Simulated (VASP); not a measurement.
# Pt (Im-3m) in VASP: a series of runs, part 2 of 2

VASP 6.6.1. The steps go on from the part before.

### 3 Single point, PBEsol (volume scaled by 0.92)

File INCAR:

```
SYSTEM = Pt
  PREC = Accurate
  ENCUT = 520
  EDIFF = 1E-6
  ISMEAR = -1
  SIGMA = 0.1
  LREAL = .False.
  LASPH = .True.
  NELM = 100
  ALGO = Normal
  ISIF = 2
  LWAVE = .False.
  LCHARG = .False.
  GGA = PS
  NBANDS = 11
```

File KPOINTS:

```
regular mesh
0
Gamma
  16 16 16
  0 0 0
```

File POSCAR:

```
Pt
1.0
   -1.5185982690      1.5185982690      1.5185982690
    1.5185982690     -1.5185982690      1.5185982690
    1.5185982690      1.5185982690     -1.5185982690
Pt
1
Direct
    0.0000000000      0.0000000000      0.0000000000
```

Potentials or basis: VASP PAW PBE potentials, release 64 (Pt).

The run is started by

```bash
> cat potpaw_PBE.64/Pt/POTCAR > POTCAR
> mpirun -np 1 vasp_std > vasp.out
```

OUTCAR:

```text
SYSTEM = Pt
   PREC = Accurate
   ENCUT = 520
   EDIFF = 1E-6
   ISMEAR = -1
   LREAL = .False.
   LASPH = .True.
   NELM = 100
   ISIF = 2
   GGA = PS

 ion  position               nearest neighbor table
   1  0.000  0.000  0.000-

  LATTYP: Found a body centered cubic cell.
 ALAT       =     3.0371965380

  Lattice vectors:

 A1 = (  -1.5185982690,   1.5185982690,   1.5185982690)
 A2 = (   1.5185982690,  -1.5185982690,   1.5185982690)
 A3 = (   1.5185982690,   1.5185982690,  -1.5185982690)

Analysis of symmetry for initial positions (statically):
=====================================================================
 Subroutine PRICEL returns:
 Original cell was already a primitive cell.

 Routine SETGRP: Setting up the symmetry group for a
 body centered cubic supercell.

 Subroutine GETGRP returns: Found 48 space group operations
 (whereof 48 operations were pure point group operations)
 out of a pool of 48 trial point group operations.

The static configuration has the point symmetry O_h .

Analysis of symmetry for dynamics (positions and initial velocities):
=====================================================================
 Subroutine PRICEL returns:
 Original cell was already a primitive cell.

 Routine SETGRP: Setting up the symmetry group for a
 body centered cubic supercell.

 Subroutine GETGRP returns: Found 48 space group operations
 (whereof 48 operations were pure point group operations)
 out of a pool of 48 trial point group operations.

The dynamic configuration has the point symmetry O_h .

 Subroutine INISYM returns: Found 48 space group operations
 (whereof 48 operations are pure point group operations),
 and found     1 'primitive' translations

----------------------------------------------------------------------------------------

                                     Primitive cell
[... 106 lines left out ...]
   IALGO  =     38    algorithm
   IMIX   =      4    mixing-type and parameters
     AMIX     =   0.40;   BMIX     =  1.00
     AMIX_MAG =   1.60;   BMIX_MAG =  1.00
  volume/ion in A,a.u.               =      14.01        94.53
  Fermi-wavevector in a.u.,A,eV,Ry     =   1.463115  2.764887 29.126085  2.140707
  Thomas-Fermi vector in A             =   2.579249
   LORBIT       =      0    0 simple, 1 ext, 2 COOP (PROOUT), +10 PAW based schemes
   GGA     = PS    functional components
   LHFCALC =     F    Hartree Fock is set to
   AEXX    =    0.0000 exact exchange contribution
   IVDW    =     0    specifies the selected vdW correction
   LEPSILON=     F    determine dielectric tensor
   LRPA    =     F    only Hartree local field effects (RPA)
 non-spin polarized calculation
  energy-cutoff  :      520.00
  volume of cell :       14.01
 maximum number of plane-waves:       387
   NGX =  9   NGY =  9   NGZ =  9

 number of electron      10.0000000 magnetization

 Free energy of the ion-electron system (eV)
  ---------------------------------------------------
  ext. energy  EPLUGINS =         0.00000000
  ---------------------------------------------------
  free energy    TOTEN  =        -6.76410521 eV

  energy without entropy =       -6.73003955  energy(sigma->0) =       -6.74707238

 E-fermi :  12.3350     XC(G=0): -14.0605

 val. band max:       12.3265469487   @ k =   0.2500   0.0625   0.0625
 cond. band min:      12.3518361351   @ k =  -0.4375   0.5000   0.3750
 fundamental gap:      0.0252891865
 Fermi energy:        12.3349653734

 k-point     1 :       0.0000    0.0000    0.0000
  band No.  band energies     occupation
      1       1.4307      2.00000
      2       8.1115      2.00000
      3       8.1115      2.00000
      4       8.1115      2.00000
      5      11.1047      1.99999
      6      11.1047      1.99999
      7      29.2934      0.00000
      8      29.2934      0.00000
      9      29.2934      0.00000
     10      40.9035      0.00000
     11      40.9035      0.00000
[... 309 lines left out ...]
 k-point    24 :       0.2500    0.1875    0.0000
  band No.  band energies     occupation
      1       5.3511      2.00000
      2       6.9486      2.00000
      3       7.8400      2.00000
      4      10.5423      2.00000
      5      11.5869      1.99887
      6      13.8589      0.00000
      7      23.5114      0.00000
      8      26.6163      0.00000
      9      29.5963      0.00000
     10      33.9206      0.00000
     11      38.5497      0.00000

 [... further k-points ...]
[... 5 lines left out ...]
  --------------------------------------------------------------------------------------
  -------------------------------------------------------------------------------------
  Total        2.4747878      2.4747878      2.4747878      0.0000000      0.0000000      0.0000000
  in kB      283.0478461    283.0478461    283.0478461      0.0000000      0.0000000      0.0000000
  external PRESSURE =     283.0478461 kB  Pullay stress =       0.0000000 kB

 VOLUME and BASIS-vectors are now :
 -----------------------------------------------------------------------------
  energy-cutoff  :      520.00
  volume of cell :       14.01
      direct lattice vectors                 reciprocal lattice vectors
    -1.518598269  1.518598269  1.518598269     0.000000000  0.329251001  0.329251001
     1.518598269 -1.518598269  1.518598269     0.329251001  0.000000000  0.329251001
     1.518598269  1.518598269 -1.518598269     0.329251001  0.329251001  0.000000000

 POSITION                                       TOTAL-FORCE (eV/Angst)
 -----------------------------------------------------------------------------------
      0.00000      0.00000      0.00000         0.000000     -0.000000      0.000000
 -----------------------------------------------------------------------------------
    total drift:                                0.000000     -0.000000      0.000000

  FREE ENERGIE OF THE ION-ELECTRON SYSTEM (eV)
  ---------------------------------------------------
  free  energy   TOTEN  =        -6.7641052101 eV

  energy  without entropy=       -6.7300395537  energy(sigma->0) =       -6.74707238
```

Wall time 7.4 s (1 thread of AMD EPYC 9R45 (Zen 5), shared host); peak memory 0.11 GiB.

Results:

| Quantity | Value |
| --- | --- |
| Free energy | -6.7641 eV |
| Pressure | 28.3 GPa |
| Band gap on the k mesh | zero (band 5 reaches 13.55 eV, above the bottom of band 6 at 10.93 eV) |

Caveat: the PAW data sets were made with another functional, which shifts forces and pressure a little; spin-orbit coupling is left out, which moves the levels of the heavy elements.

### 4 Single point, PBEsol (volume scaled by 0.96)

File INCAR:

```
SYSTEM = Pt
ALGO = Normal
EDIFF = 1E-7
ENCUT = 520
GGA = PS
ISIF = 2
ISMEAR = -1
LASPH = .True.
LCHARG = .False.
LREAL = .False.
LWAVE = .False.
NBANDS = 11
NELM = 100
PREC = Accurate
SIGMA = 0.1
```

File KPOINTS:

```
k-points
0
Gamma
  16 16 16
  0 0 0
```

File POSCAR:

```
Pt
1.0
   -1.5402954614      1.5402954614      1.5402954614
    1.5402954614     -1.5402954614      1.5402954614
    1.5402954614      1.5402954614     -1.5402954614
Pt
1
Direct
    0.0000000000      0.0000000000      0.0000000000
```

The run is started by

```bash
> cat potpaw_PBE.64/Pt/POTCAR > POTCAR
> mpirun -np 1 vasp_std > vasp.out
```

Wall time 8.1 s (1 thread of AMD EPYC 9R45 (Zen 5), shared host); peak memory 0.11 GiB.

It converged, with:

```yaml
Free_energy: -6.8402 eV
Pressure: 12.1 GPa
Band_gap_on_the_k_mesh: zero (band 5 reaches 12.61 eV, above the bottom of band 6 at 10.18 eV)
```

Levels at points of the mesh, in eV from the Fermi level:
```tsv
k point	band 1	band 2	band 3	band 4	band 5	band 6	band 7	band 8	band 9	band 10
(0.00, 0.00, 0.00)	-10.42	-3.96	-3.96	-3.96	-1.14	-1.14	17.01	17.01	17.01	28.03
(0.50, 0.00, 0.00)	-7.40	-5.57	-1.33	-0.75	-0.07	1.21	6.94	13.20	16.45	24.40
(0.50, 0.50, 0.50)	-6.92	-6.92	0.60	0.60	0.60	7.76	7.76	7.76	13.86	20.14
```

Caveat: the PAW data sets were made with another functional, which shifts forces and pressure a little; spin-orbit coupling is left out, which moves the levels of the heavy elements.

### 5 Summary

| cell | gap on the mesh (eV) | pressure (GPa) |
| --- | --- | --- |
| a = 2.592 Å, angles 109.5°, 1 atom | none | 49.1 |
| a = 2.630 Å, angles 109.5°, 1 atom | none | 28.3 |
| a = 2.668 Å, angles 109.5°, 1 atom | none | 12.1 |

Alike in all rows: task single point; level PBEsol; potentials or basis VASP PAW PBE potentials, release 64 (Pt); no spin polarisation; k mesh 16 × 16 × 16; cutoff (eV) 520; smearing fermi-dirac 0.1 eV.

Caveats: the PAW data sets were made with another functional, which shifts forces and pressure a little; spin-orbit coupling is left out, which moves the levels of the heavy elements.

Total energies depend on the potentials used, so only differences within one code and one set of settings carry meaning.
